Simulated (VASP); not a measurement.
Runs of VASP 6.6.1 on Fe. The structure is that of space group Fm-3m (No. 225), or close to it. The cells are those of the table. 

```csv
spin,cell,k mesh,smearing,gap on the mesh (eV),pressure (GPa),moment (μB)
off,"a = 2.453 Å, angles 60.0°, 1 atom",17 × 17 × 17,fermi-dirac 0.1 eV,none,-0.4,-
off,"a = 2.350 Å, angles 60.0°, 1 atom",17 × 17 × 17,fermi-dirac 0.1 eV,none,(b),-
off,"a = 2.386 Å, angles 60.0°, 1 atom",17 × 17 × 17,fermi-dirac 0.1 eV,none,(d),-
off,"a = 2.420 Å, angles 60.0°, 1 atom",17 × 17 × 17,fermi-dirac 0.1 eV,none,11.5,-
"collinear, ferromagnetic start","a = 2.695 Å, angles 60.0°, 1 atom",17 × 17 × 17,fermi-dirac 0.05 eV,none,(a),(c)
off,"a = 2.547 Å, angles 60.0°, 1 atom",17 × 17 × 17,fermi-dirac 0.1 eV,none,-23.4,-
off,"a = 2.453 Å, angles 60.0°, 1 atom",25 × 25 × 25,fermi-dirac 0.1 eV,none,-0.5,-
off,"a = 2.485 Å, angles 60.0°, 1 atom",17 × 17 × 17,fermi-dirac 0.1 eV,none,-9.9,-
"collinear, ferromagnetic start","a = 2.595 Å, angles 60.0°, 1 atom",24 × 24 × 24,fermi-dirac 0.05 eV,none,-0.3,2.63
off,"a = 2.517 Å, angles 60.0°, 1 atom",17 × 17 × 17,fermi-dirac 0.1 eV,none,-17.4,-
```

Alike in all rows: task single point; level revPBE; potentials or basis VASP PAW PBE potentials, release 64 (Fe); cutoff (eV) 520.

Task: Estimate the missing entries.

Result: (a) -13.8; (b) 45.2; (c) 2.74; (d) 26.4.

Caveats: the PAW data sets were made with another functional, which shifts forces and pressure a little.

A gap of «none» marks levels without a gap at the run's occupations.
